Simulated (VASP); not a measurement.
MgO:

```
CELL_PARAMETERS angstrom
0.00000 2.10720 2.10720
2.10720 0.00000 2.10720
2.10720 2.10720 0.00000
ATOMIC_POSITIONS crystal
Mg 0.00000 0.00000 0.00000
O 0.50000 0.50000 0.50000
```

Base run:

```yaml
Program: VASP 6.6.1
Functional: r2SCAN
Potentials_or_basis: VASP PAW PBE potentials, release 64 (Mg, O)
Cutoff: 520 eV
k_mesh: 10 × 10 × 10
Occupations: fermi-dirac, width 0.05 eV
Spin: no spin polarisation
```

Its results: band gap on the k mesh 5.59 eV, direct; pressure -2.3 GPa.

Task: The run is repeated on the same cell with these changes: functional from r2SCAN to PBEsol; further incar settings from ALGO = Normal; EDIFF = 1e-07; NBANDS = 11 to ALGO = Normal; EDIFF = 1e-06; NBANDS = 11. What comes out?

Result: Band gap on the k mesh 4.62 eV, direct; pressure -0.5 GPa.

Caveats: the PAW data sets were made with another functional, which shifts forces and pressure a little.

